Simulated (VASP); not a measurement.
# LiReS2 (R-3m) in VASP: a series of runs

The runs below take LiReS2 through single point, relaxation of cell and atoms, with PBE.

Everything below comes from runs of VASP 6.6.1. Logs are shortened: lines on timing, memory, paths and dates and some standing lists are left out, and cuts for length are marked.

**1. The cell of the first run**

It takes space group R-3m (No. 166, trigonal). The conventional cell has a = 3.615 Å, b = 3.615 Å, c = 17.108 Å, α = 90.00°, β = 90.00°, γ = 120.00°. Within 3.7 Å of Li (site symmetry -3m) lie 6 S at 2.64 Å and 6 Re at 3.53 Å and 6 Li at 3.61 Å. Re (site symmetry -3m) has 6 S at 2.42 Å within 3.2 Å. Within 3.3 Å of S (site symmetry 3m) lie 3 Re at 2.42 Å and 3 Li at 2.64 Å and 3 S at 3.23 Å.

**2. Single point, PBE**

Contents of INCAR:

```
PREC = Accurate
ENCUT = 520
EDIFF = 1E-7
ISMEAR = 0
SIGMA = 0.1
LREAL = F
LASPH = T
NELM = 80
ALGO = Normal
ISIF = 2
LWAVE = F
LCHARG = F
GGA = PE
NBANDS = 19
```

Contents of KPOINTS:

```
Automatic mesh
0
Gamma
  6 6 6
```

Contents of POSCAR:

```
LiReS2
1.0
    1.8072772736      1.0434320204      5.7025211391
   -1.8072772736      1.0434320204      5.7025211391
    0.0000000000     -2.0868640408      5.7025211390
Li Re S
1 1 2
Direct
    0.0000000000      0.0000000000      0.0000000000
    0.5000000000      0.5000000000      0.5000000000
    0.2388301406      0.2388301406      0.2388301406
    0.7611698594      0.7611698594      0.7611698594
```

Potentials or basis: VASP PAW PBE potentials, release 64 (Li_sv, Re, S).

Command:

```sh
$ cat potpaw_PBE.64/Li_sv/POTCAR potpaw_PBE.64/Re/POTCAR potpaw_PBE.64/S/POTCAR > POTCAR
$ mpirun -np 1 vasp_std > vasp.out
```

OUTCAR:

```text
PREC = Accurate
   ENCUT = 520
   EDIFF = 1E-7
   ISMEAR = 0
   LREAL = F
   LASPH = T
   NELM = 80
   ISIF = 2
   GGA = PE

 ion  position               nearest neighbor table
   1  0.000  0.000  0.000-   4 2.64   3 2.64   4 2.64   4 2.64   3 2.64   3 2.64
   2  0.500  0.500  0.500-   3 2.42   4 2.42   3 2.42   3 2.42   4 2.42   4 2.42
   3  0.239  0.239  0.239-   2 2.42   2 2.42   2 2.42   1 2.64   1 2.64   1 2.64
   4  0.761  0.761  0.761-   2 2.42   2 2.42   2 2.42   1 2.64   1 2.64   1 2.64

  LATTYP: Found a trigonal (rhomboedric) cell.
 ALAT       =     6.0723758832
 COS(alpha) =     0.8228413848

  Lattice vectors:

 A1 = (   1.8072772736,   1.0434320204,   5.7025211391)
 A2 = (  -1.8072772736,   1.0434320204,   5.7025211391)
 A3 = (   0.0000000000,  -2.0868640408,   5.7025211390)

Analysis of symmetry for initial positions (statically):
=====================================================================
 Subroutine PRICEL returns:
 Original cell was already a primitive cell.

 Routine SETGRP: Setting up the symmetry group for a
 trigonal (rhombohedral) supercell.

 Subroutine GETGRP returns: Found 12 space group operations
 (whereof 12 operations were pure point group operations)
 out of a pool of 12 trial point group operations.

The static configuration has the point symmetry D_3d.

Analysis of symmetry for dynamics (positions and initial velocities):
=====================================================================
 Subroutine PRICEL returns:
 Original cell was already a primitive cell.

 Routine SETGRP: Setting up the symmetry group for a
 trigonal (rhombohedral) supercell.

 Subroutine GETGRP returns: Found 12 space group operations
 (whereof 12 operations were pure point group operations)
 out of a pool of 12 trial point group operations.

The dynamic configuration has the point symmetry D_3d.

 Subroutine INISYM returns: Found 12 space group operations
 (whereof 12 operations are pure point group operations),
 and found     1 'primitive' translations

----------------------------------------------------------------------------------------

                                     Primitive cell

  volume of cell :      64.5219

  direct lattice vectors                    reciprocal lattice vectors
     1.807277274  1.043432020  5.702521139     0.276659264  0.159729300  0.058453678
    -1.807277274  1.043432020  5.702521139    -0.276659264  0.159729300  0.058453678
     0.000000000 -2.086864041  5.702521139     0.000000000 -0.319458601  0.058453678

  length of vectors
     6.072375883  6.072375883  6.072375883     0.324762421  0.324762421  0.324762421

  position of ions in fractional coordinates (direct lattice)
     0.000000000  0.000000000  0.000000000
     0.500000000  0.500000000  0.500000000
     0.238830141  0.238830141  0.238830141
     0.761169859  0.761169859  0.761169859

  ion indices of the primitive-cell ions
   primitive index   ion index
                 1           1
                 2           2
                 3           3
                 4           4

----------------------------------------------------------------------------------------

 KPOINTS: Automatic mesh

Automatic generation of k-mesh.
 Grid dimensions read from file:
 generate k-points for:    6    6    6

 Generating k-lattice:

  Cartesian coordinates                     Fractional coordinates (reciprocal lattice)
     0.046109877  0.026621550  0.009742280     0.166666667  0.000000000 -0.000000000
    -0.046109877  0.026621550  0.009742280     0.000000000  0.166666667 -0.000000000
     0.000000000 -0.053243100  0.009742280    -0.000000000 -0.000000000  0.166666667

  Length of vectors
     0.054127070  0.054127070  0.054127070

  Shift w.r.t. Gamma in fractional coordinates (k-lattice)
     0.000000000  0.000000000  0.000000000

 Subroutine IBZKPT returns following result:
 ===========================================

 Found     32 irreducible k-points:

 Following reciprocal coordinates:
            Coordinates               Weight
  0.000000  0.000000  0.000000      1.000000
  0.166667  0.000000  0.000000      6.000000
  0.333333  0.000000  0.000000      6.000000
  0.500000 -0.000000  0.000000      3.000000
  0.166667  0.166667  0.000000      6.000000
  0.333333  0.166667  0.000000     12.000000
[... 16 lines left out ...]
  0.500000  0.500000  0.166667      6.000000
 -0.333333  0.500000  0.166667     12.000000
 [... further k-points ...]
   k-points           NKPTS =     32   k-points in BZ     NKDIM =     32   number of bands    NBANDS=     19
   number of dos      NEDOS =    301   number of ions     NIONS =      4
   total plane-waves  NPLWV = 110592
   dimension x,y,z NGX =    48 NGY =   48 NGZ =   48
   dimension x,y,z NGXF=    96 NGYF=   96 NGZF=   96
   ions per type =               1   1   2
   NGX,Y,Z   is equivalent  to a cutoff of  13.14, 13.14, 13.14 a.u.
   NGXF,Y,Z  is equivalent  to a cutoff of  26.28, 26.28, 26.28 a.u.
 SYSTEM =  unknown system
   PREC   = accura    normal or accurate (medium, high low for compatibility)
   ISTART =      0    job   : 0-new  1-cont  2-samecut
   ICHARG =      2    charge: 1-file 2-atom 10-const
   ISPIN  =      1    spin polarized calculation?
   LNONCOLLINEAR =      F non collinear calculations
   LSORBIT =      F    spin-orbit coupling
   LASPH  =      T    aspherical Exc in radial PAW
   ENCUT  =  520.0 eV  38.22 Ry    6.18 a.u.  11.29 11.29 11.29*2*pi/ulx,y,z
   NELM   =     80;   NELMIN=  2; NELMDL= -5     # of ELM steps
   EDIFF  = 0.1E-06   stopping-criterion for ELM
   LREAL  =      F    real-space projection
   EDIFFG = 0.1E-05   stopping-criterion for IOM
   NSW    =      0    number of steps for IOM
   IBRION =     -1    ionic relax: 0-MD 1-quasi-New 2-CG
   NFREE  =      0    steps in history (QN), initial steepest desc. (CG)
   ISIF   =      2    stress and relaxation
   ISYM   =      2    0-nonsym 1-usesym 2-fastsym
   POTIM  = 0.5000    time-step for ionic-motion
   TEBEG  =    0.0;   TEEND  =   0.0 temperature during run
   PSTRESS=    0.0 pullay stress
   NELECT =      22.0000    total number of electrons
   NUPDOWN=      -1.0000    fix difference up-down
   EMIN   =  10.00;   EMAX   =-10.00  energy-range for DOS
   EFERMI =   0.00;   METHOD = LEGACY
   ISMEAR =     0;   SIGMA  =   0.10  broadening in eV -4-tet -1-fermi 0-gaus
   EFERMI_NEDOS =   21; number of points for ismear=-14 and -15
   IALGO  =     38    algorithm
   IMIX   =      4    mixing-type and parameters
     AMIX     =   0.40;   BMIX     =  1.00
     AMIX_MAG =   1.60;   BMIX_MAG =  1.00
  volume/ion in A,a.u.               =      16.13       108.85
  Fermi-wavevector in a.u.,A,eV,Ry     =   1.143703  2.161286 17.797198  1.308057
  Thomas-Fermi vector in A             =   2.280398
   LORBIT       =      0    0 simple, 1 ext, 2 COOP (PROOUT), +10 PAW based schemes
   GGA     = PE    functional components
   LHFCALC =     F    Hartree Fock is set to
   AEXX    =    0.0000 exact exchange contribution
   IVDW    =     0    specifies the selected vdW correction
   LEPSILON=     F    determine dielectric tensor
   LRPA    =     F    only Hartree local field effects (RPA)
 non-spin polarized calculation
 Gauss-broadening in eV      SIGMA  =   0.10
  energy-cutoff  :      520.00
  volume of cell :       64.52
 maximum number of plane-waves:      1768
 NGX is ok and might be reduce to    48
   NGX = 23   NGY = 23   NGZ = 23

 number of electron      21.9999998 magnetization

 Free energy of the ion-electron system (eV)
  ---------------------------------------------------
  ext. energy  EPLUGINS =         0.00000000
  ---------------------------------------------------
  free energy    TOTEN  =       -24.12197085 eV

  energy without entropy =      -24.10271011  energy(sigma->0) =      -24.11234048

 E-fermi :   6.1414     XC(G=0): -10.4667

 val. band max:        6.1163139770   @ k =  -0.3333   0.5000   0.1667
 cond. band min:       6.1448493358   @ k =   0.3333   0.0000   0.0000
 fundamental gap:      0.0285353588
 Fermi energy:         6.1414378768

 k-point     1 :       0.0000    0.0000    0.0000
  band No.  band energies     occupation
      1     -40.9470      2.00000
      2      -9.2808      2.00000
      3      -7.1574      2.00000
      4      -0.8579      2.00000
      5       0.4710      2.00000
      6       0.4710      2.00000
[... 11 lines left out ...]
     18      12.1340      0.00000
     19      15.5023      0.00000

 k-point     2 :       0.1667    0.0000    0.0000
  band No.  band energies     occupation
      1     -40.9465      2.00000
      2      -8.9615      2.00000
      3      -7.2203      2.00000
      4      -0.5159      2.00000
      5       0.2766      2.00000
      6       0.6566      2.00000
[... 11 lines left out ...]
     18      13.3600      0.00000
     19      14.7290      0.00000

 k-point     3 :       0.3333    0.0000    0.0000
  band No.  band energies     occupation
      1     -40.9456      2.00000
      2      -8.2094      2.00000
      3      -7.3387      2.00000
      4      -0.4417      2.00000
      5       0.6145      2.00000
      6       0.6938      2.00000
[... 11 lines left out ...]
     18      13.8117      0.00000
     19      14.7435      0.00000

 k-point     4 :       0.5000   -0.0000    0.0000
  band No.  band energies     occupation
      1     -40.9452      2.00000
      2      -7.7813      2.00000
      3      -7.3477      2.00000
      4      -1.1547      2.00000
      5       0.8719      2.00000
      6       0.8836      2.00000
[... 407 lines left out ...]
     18      13.1739      0.00000
     19      14.2496      0.00000

 k-point    23 :       0.5000    0.5000    0.1667
  band No.  band energies     occupation
      1     -40.9457      2.00000
      2      -8.0733      2.00000
      3      -7.4986      2.00000
      4      -0.5933      2.00000
      5       0.0335      2.00000
      6       1.0307      2.00000
[... 11 lines left out ...]
     18      13.3328      0.00000
     19      14.2335      0.00000

 k-point    24 :      -0.3333    0.5000    0.1667
  band No.  band energies     occupation
      1     -40.9452      2.00000
      2      -7.6420      2.00000
      3      -7.4920      2.00000
      4      -0.8977      2.00000
      5       0.0335      2.00000
      6       0.9525      2.00000
[... 11 lines left out ...]
     18      13.7987      0.00000
     19      14.2876      0.00000

 [... further k-points ...]

------------------------ aborting loop because EDIFF is reached ----------------------------------------

  FORCE on cell =-STRESS in cart. coord.  units (eV):
  Direction    XX          YY          ZZ          XY          YZ          ZX
  --------------------------------------------------------------------------------------
  -------------------------------------------------------------------------------------
  Total        0.1867338      0.1867338      0.1033748      0.0000000      0.0000000      0.0000000
  in kB        4.6368867      4.6368867      2.5669541      0.0000000      0.0000000      0.0000000
  external PRESSURE =       3.9469092 kB  Pullay stress =       0.0000000 kB

 VOLUME and BASIS-vectors are now :
 -----------------------------------------------------------------------------
  energy-cutoff  :      520.00
  volume of cell :       64.52
      direct lattice vectors                 reciprocal lattice vectors
     1.807277274  1.043432020  5.702521139     0.276659264  0.159729300  0.058453678
    -1.807277274  1.043432020  5.702521139    -0.276659264  0.159729300  0.058453678
     0.000000000 -2.086864041  5.702521139     0.000000000 -0.319458601  0.058453678

 POSITION                                       TOTAL-FORCE (eV/Angst)
 -----------------------------------------------------------------------------------
      0.00000      0.00000      0.00000        -0.000000      0.000000     -0.000000
      0.00000      0.00000      8.55378         0.000000      0.000000     -0.000000
      0.00000      0.00000      4.08580        -0.000000      0.000000      0.069513
      0.00000      0.00000     13.02176        -0.000000     -0.000000     -0.069513
 -----------------------------------------------------------------------------------
    total drift:                               -0.000000     -0.000000      0.000000

  FREE ENERGIE OF THE ION-ELECTRON SYSTEM (eV)
  ---------------------------------------------------
  free  energy   TOTEN  =       -24.1219708452 eV

  energy  without entropy=      -24.1027101081  energy(sigma->0) =      -24.11234048
```

It took 90 s on 1 thread of Intel Xeon 6975P-C (Granite Rapids), shared host; peak memory 0.34 GiB.

What came out:

```yaml
Free_energy: -24.1220 eV
Largest_force: 0.070 eV/Å
Band_gap_on_the_k_mesh: zero (bands 11 and 12 overlap by 0.44 eV)
```

Forces on the atoms (eV/Å):
```
Li   0.000  0.000  0.000
Re   0.000  0.000  0.000
S    0.000  0.000  0.070
S    0.000  0.000 -0.070
```

Caveat: the cutoff is under 1.25 times the usual one of these potentials, so pressure, stress and relaxed cells hold a basis-set (Pulay) error; spin-orbit coupling is left out, which moves the levels of the heavy elements.

**3. Relaxation of cell and atoms, PBE**

This run uses another cell than the first one, of 16.81 Å³/atom.

Contents of INCAR:

```
ALGO = Normal ; EDIFF = 1E-6
EDIFFG = -0.04 ; ENCUT = 600
GGA = PE ; IBRION = 2
ISIF = 3 ; ISMEAR = 0
LASPH = True ; LCHARG = False
LREAL = False ; LWAVE = False
NELM = 100 ; NSW = 90
PREC = Accurate ; SIGMA = 0.1
```

Contents of KPOINTS:

```
k-points
0
Gamma
  6 6 6
```

Contents of POSCAR:

```
LiReS2
1.0
    1.7669299007      1.0201374538      6.2176922491
   -1.7669299007      1.0201374538      6.2176922491
    0.0000000000     -2.0402749077      6.2176922491
Li Re S
1 1 2
Direct
    0.0000000000      0.0000000000      0.0000000000
    0.5000000000      0.5000000000      0.5000000000
    0.2220000000      0.2220000000      0.2220000000
    0.7780000000      0.7780000000      0.7780000000
```

Potentials or basis: VASP PAW PBE potentials, release 64 (Li_sv, Re, S).

Command:

```sh
$ cat potpaw_PBE.64/Li_sv/POTCAR potpaw_PBE.64/Re/POTCAR potpaw_PBE.64/S/POTCAR > POTCAR
$ mpirun -np 1 vasp_std > vasp.out
```

Wall time 21 min (1 thread of Intel Xeon 6975P-C (Granite Rapids), shared host); peak memory 0.46 GiB.

Results (log left out):

```
Free energy                           : -24.1240 eV
Relaxed volume                        : 16.14 Å³/atom
Relaxed cell                          : a = 6.065 Å, b = 6.065 Å, c = 6.065 Å, α = 34.71°, β = 34.71°, γ = 34.71°
Space group after relaxing (to 0.1 Å) : R-3m (No. 166)
Energy gained by relaxing             : 295.1 meV/atom
Ionic steps                           : 17
Pressure after relaxing               : 0.0 GPa
Largest force after relaxing          : 0.003 eV/Å
Band gap on the k mesh                : zero (bands 11 and 12 overlap by 0.44 eV)
```

Forces in eV/Å, atoms in the order of the input:
```
Li   0.000  0.000  0.000
Re   0.000  0.000  0.000
S    0.000  0.000  0.003
S    0.000  0.000 -0.003
```

The path:
| step | energy change (eV) | largest force (eV/Å) | pressure (GPa) | volume (Å³) |
| --- | --- | --- | --- | --- |
| 1 | 0.0000 | 4.0480 | 20.11 | 67.24 |
| 2 | 0.3291 | 1.3338 | -16.69 | 89.83 |
| 3 | -0.8058 | 0.8220 | -3.89 | 76.08 |
| 4 | -0.8084 | 0.9382 | -3.10 | 75.62 |
| 5 | -0.8085 | 0.9827 | -2.79 | 75.45 |
| 6 | -0.9346 | 0.8334 | -2.11 | 73.02 |
| 7 | -1.1454 | 0.3689 | 1.19 | 66.04 |
| 8 | -1.1556 | 0.2998 | 2.50 | 64.12 |
| 9 | -1.1228 | 0.6154 | -4.67 | 66.13 |
| 10 | -1.1698 | 0.0421 | -0.22 | 64.82 |
| 11 | -1.1727 | 0.0635 | -0.04 | 64.63 |
| 12 | -1.1785 | 0.0577 | 0.46 | 64.04 |
| 13 | -1.1785 | 0.0434 | 0.58 | 63.90 |
| 14 | -1.1784 | 0.0898 | -0.32 | 64.31 |
| 15 | -1.1790 | 0.0680 | 0.15 | 64.09 |
| 16 | -1.1796 | 0.0479 | 0.12 | 64.22 |
| 17 | -1.1803 | 0.0032 | 0.02 | 64.56 |

Final structure:
```
Li Re S
1.0
     1.80928    1.04459    5.69359
    -1.80928    1.04459    5.69359
     0.00000   -2.08918    5.69359
Li Re S
1 1 2
Direct
  0.00000 0.00000 0.00000
  0.50000 0.50000 0.50000
  0.23911 0.23911 0.23911
  0.76089 0.76089 0.76089
```

Levels at points of the mesh, in eV from the Fermi level:
```csv
k point,band 9,band 10,band 11,band 12,band 13,band 14
"(0.00, 0.00, 0.00)",-1.85,-1.46,-1.46,-0.18,3.08,3.08
"(0.50, 0.00, 0.00)",-3.41,-1.19,-0.21,-0.16,2.57,3.10
"(0.50, 0.50, 0.00)",-3.18,-1.64,-0.17,-0.13,3.37,3.40
"(0.50, 0.50, 0.50)",-2.09,-1.46,-1.46,-0.14,3.02,3.02
```

Caveat: the cutoff is under 1.25 times the usual one of these potentials, so pressure, stress and relaxed cells hold a basis-set (Pulay) error; spin-orbit coupling is left out, which moves the levels of the heavy elements.

(Part 1 of 2 ends here.)

The gap in the log of VASP goes by the Fermi energy; the results here count the filled bands.